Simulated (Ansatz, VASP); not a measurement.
One calculation of TaBe2P3, two programs

INCAR

```
PREC = Accurate
ENCUT = 600
EDIFF = 1E-7
ISMEAR = 0
SIGMA = 0.1
LREAL = F
LASPH = T
NELM = 60
ALGO = Normal
ISIF = 3
LWAVE = F
LCHARG = F
GGA = PE
IBRION = 2
NSW = 100
EDIFFG = -0.01
```

KPOINTS

```
regular mesh
0
Gamma
  12 12 4
```

POSCAR

```
TaBe2P3
1.0
    3.2936638623      0.0000000000      0.0000000000
   -1.6468319311      2.8523965763      0.0000000000
    0.0000000000      0.0000000000      8.8432009924
Ta Be P
1 2 3
Direct
    0.0000000000      0.0000000000      0.5000000000
    0.3333333333      0.6666666667      0.8587884464
    0.6666666667      0.3333333333      0.1412115536
    0.6666666667      0.3333333333      0.6911572525
    0.0000000000      0.0000000000      0.0000000000
    0.3333333333      0.6666666667      0.3088427475
```

Input for Ansatz:

```yaml
crystal:
  lattice:
    - [3.2936638623, 0.0, 0.0]
    - [-1.6468319311, 2.8523965763, 0.0]
    - [0.0, 0.0, 8.8432009924]
  atoms:
    - { symbol: Ta, position: [0.0, 0.0, 0.5] }
    - { symbol: Be, position: [0.3333333333, 0.6666666667, 0.8587884464] }
    - { symbol: Be, position: [0.6666666667, 0.3333333333, 0.1412115536] }
    - { symbol: P, position: [0.6666666667, 0.3333333333, 0.6911572525] }
    - { symbol: P, position: [0.0, 0.0, 0.0] }
    - { symbol: P, position: [0.3333333333, 0.6666666667, 0.3088427475] }
basis:
  ecutwfc: 420
kpoints:
  mp_grid: { grid: [12, 12, 4] }
hamiltonian:
  xc: pbe
scf:
  occupations: { method: gaussian, width: 0.1 }
output:
  forces: true
  stress: true
  eigenvalues: true
relax:
  adjacent_minimum: "off"
  f_tol: 0.01
  max_steps: 80
  cell: { stress_tol: 0.05 }
```

Alike in both runs: task relaxation of cell and atoms; functional PBE; k mesh 12 × 12 × 4; occupations gaussian, width 0.1 eV; no spin polarisation.

|  | VASP | Ansatz |
| --- | --- | --- |
| version | VASP 6.6.1 | Ansatz 0.2.0 |
| potentials or method | VASP PAW PBE potentials, release 64 (Ta_pv, Be, P), cutoff 600 eV | scalar-relativistic, plane waves, PAW |
| valence electrons in the cell | 30 | 32 |

|  | VASP | Ansatz | Ansatz less VASP |
| --- | --- | --- | --- |
| gap on the k mesh at the Fermi level, each at its own relaxed structure (eV) | none | none | - |
| relaxed volume (Å³/atom) | 13.93 | 13.93 | +0.004 |
| relaxed cell length with the largest relative difference (Å) | 8.906 | 8.906 | +0.0009 |

A gap of «none» marks a metal or a gap that the smearing closes. VASP's potentials hold 30 valence electrons a cell and Ansatz's 32, so a difference there can come from the potentials and not from the codes.

Neither program's run includes spin-orbit coupling.
